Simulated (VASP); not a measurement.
K2MgGaC6N6: single point with PBE

Crystal: K2MgGaC6N6.

```
CELL_PARAMETERS angstrom
0.00000 5.46065 5.46065
5.46065 0.00000 5.46065
5.46065 5.46065 0.00000
ATOMIC_POSITIONS crystal
K 0.25000 0.25000 0.25000
K 0.75000 0.75000 0.75000
Mg 0.50000 0.50000 0.50000
Ga 0.00000 0.00000 0.00000
C 0.80436 0.19564 0.19564
C 0.19564 0.80436 0.19564
C 0.19564 0.19564 0.80436
C 0.19564 0.80436 0.80436
C 0.80436 0.19564 0.80436
C 0.80436 0.80436 0.19564
N 0.69687 0.30313 0.30313
N 0.30313 0.69687 0.30313
N 0.30313 0.30313 0.69687
N 0.30313 0.69687 0.69687
N 0.69687 0.30313 0.69687
N 0.69687 0.69687 0.30313
```

```
Program                : VASP 6.6.1
Task                   : single point
Functional             : PBE
Potentials or basis    : VASP PAW PBE potentials, release 64 (K_sv, Mg_sv, Ga_d, C, N)
Cutoff                 : 840 eV
k mesh                 : 4 × 4 × 4
Occupations            : gaussian, width 0.1 eV
Spin                   : no spin polarisation
Dipole correction      : no
Further INCAR settings : LREAL = Auto; ALGO = Normal; EDIFF = 1e-06; NBANDS = 62
```

- Pressure: 0.4 GPa
- Largest force: 0.365 eV/Å
- Band gap on the k mesh: zero (an odd number of electrons rules out a gap without spin polarisation)

Forces in eV/Å, atoms in the order of the input:
```
K    0.000  0.000  0.000
K    0.000  0.000  0.000
Mg   0.000  0.000  0.000
Ga   0.000  0.000  0.000
C   -0.365  0.000  0.000
C    0.000 -0.365  0.000
C    0.000  0.000 -0.365
C    0.365  0.000  0.000
C    0.000  0.365  0.000
C    0.000  0.000  0.365
N    0.355  0.000  0.000
N    0.000  0.355  0.000
N    0.000  0.000  0.355
N   -0.355  0.000  0.000
N    0.000 -0.355  0.000
N    0.000  0.000 -0.355
```

Levels at points of the mesh, in eV from the Fermi level:
```
           k point  band 44  band 45  band 46  band 47  band 48  band 49  band 50  band 51
(0.00, 0.00, 0.00)    -5.97    -5.97    -4.89    -4.89    -0.50    -0.13    -0.13    -0.13
(0.50, 0.00, 0.00)    -5.90    -5.90    -5.02    -5.02     0.22     0.45     0.45     0.51
(0.50, 0.50, 0.00)    -5.98    -5.88    -5.28    -4.87    -0.10     0.82     0.82     0.97
```

It took 15 min on 1 thread of Intel(R) Xeon(R) Platinum 8488C (Sapphire Rapids) (shared host), peak memory 1.1 GiB.

Caveat: an odd number of electrons without spin polarisation forces a metal; a magnetic or distorted state may lie lower.
